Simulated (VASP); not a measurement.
A run of VASP 6.6.1 is set up as follows.

Contents of INCAR:

```
SYSTEM = Mo
ALGO = Normal
EDIFF = 1E-6
ENCUT = 520
GGA = PE
ISIF = 2
ISMEAR = 0
LASPH = .TRUE.
LCHARG = .FALSE.
LREAL = .FALSE.
LWAVE = .FALSE.
NBANDS = 13
NELM = 80
PREC = Accurate
SIGMA = 0.1
```

KPOINTS

```
k-points
0
G
  15 15 15
  0 0 0
```

Contents of POSCAR:

```
Mo
1.0
   -1.5734150000      1.5734150000      1.5734150000
    1.5734150000     -1.5734150000      1.5734150000
    1.5734150000      1.5734150000     -1.5734150000
Mo
1
Direct
    0.0000000000      0.0000000000      0.0000000000
```

Potentials or basis: VASP PAW PBE potentials, release 64 (Mo_sv).

Run with:

```sh
$ cat potpaw_PBE.64/Mo_sv/POTCAR > POTCAR
$ mpirun -np 1 vasp_std > vasp.out
```

Q: Predict the pressure.

A: 4.4 GPa.

Q: What does it give for the band gap on the k mesh?

A: Zero (band 7 reaches 16.35 eV, above the bottom of band 8 at 11.27 eV).
